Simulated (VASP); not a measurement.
Here is a VASP 6.6.1 calculation.

File INCAR:

```
PREC = Accurate
ENCUT = 520
EDIFF = 1E-6
ISMEAR = -1
SIGMA = 0.05
LREAL = False
LASPH = True
NELM = 100
ALGO = Normal
ISIF = 2
LWAVE = False
LCHARG = True
GGA = PE
LELF = True
LVHAR = True
NBANDS = 21
```

Contents of KPOINTS:

```
Automatic mesh
0
Gamma
  11 11 11
```

POSCAR

```
Ge
1.0
    0.0000000000      2.8287700000      2.8287700000
    2.8287700000      0.0000000000      2.8287700000
    2.8287700000      2.8287700000      0.0000000000
Ge
2
Direct
    0.5000000000      0.5000000000      0.5000000000
    0.7500000000      0.7500000000      0.7500000000
```

Potentials or basis: VASP PAW PBE potentials, release 64 (Ge_d).

Run with:

```sh
$ cat potpaw_PBE.64/Ge_d/POTCAR > POTCAR
$ mpirun -np 1 vasp_std > vasp.out
```

What does it give for the pressure?

3.6 GPa.

Caveat: the cell stands under pressure.
